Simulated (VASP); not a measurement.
Write the native input for VASP 6.6.1 that does the following.

- Task: single point
- Functional: PBE
- Potentials or basis: VASP PAW PBE potentials, release 64 (Li_sv, Ge_d, N)
- Cutoff: 520 eV
- k mesh: 6 × 6 × 2
- Occupations: methfessel-paxton, width 0.05 eV
- Spin: no spin polarisation
- Dipole correction: no
- Further INCAR settings: ALGO = Normal; EDIFF = 1e-06; NBANDS = 31

The structure of LiGeN lies in POSCAR:

```
LiGeN
1.0
    3.0124090000      0.0000000000      0.0000000000
   -1.5062045000      2.6088227206      0.0000000000
    0.0000000000      0.0000000000      9.4194590000
Li Ge N
2 2 2
Direct
    0.6666666667      0.3333333333      0.7433920000
    0.3333333333      0.6666666667      0.2433920000
    0.0000000000      0.0000000000      0.4980230000
    0.0000000000      0.0000000000      0.9980230000
    0.3333333333      0.6666666667      0.6032230000
    0.6666666667      0.3333333333      0.1032230000
```

These files were run (other wordings do the same):

INCAR

```
SYSTEM = LiGeN
ALGO = Normal ; EDIFF = 1E-6
ENCUT = 520 ; GGA = PE
ISIF = 2 ; ISMEAR = 1
LASPH = .True. ; LCHARG = .False.
LREAL = .False. ; LWAVE = .False.
NBANDS = 31 ; NELM = 60
PREC = Accurate ; SIGMA = 0.05
```

KPOINTS

```
k-points
0
Gamma
  6 6 2
  0 0 0
```

Potentials or basis: VASP PAW PBE potentials, release 64 (Li_sv, Ge_d, N).

The run is started by

```bash
$ cat potpaw_PBE.64/Li_sv/POTCAR potpaw_PBE.64/Ge_d/POTCAR potpaw_PBE.64/N/POTCAR > POTCAR
$ mpirun -np 1 vasp_std > vasp.out
```

Results of the run:

```
Largest force          : 0.081 eV/Å
Band gap on the k mesh : 1.47 eV (least direct gap 2.45 eV)
```

Wall time 14 s on 1 thread of Intel(R) Xeon(R) 6975P-C (Granite Rapids), with other jobs on the host, peak memory 0.19 GiB.
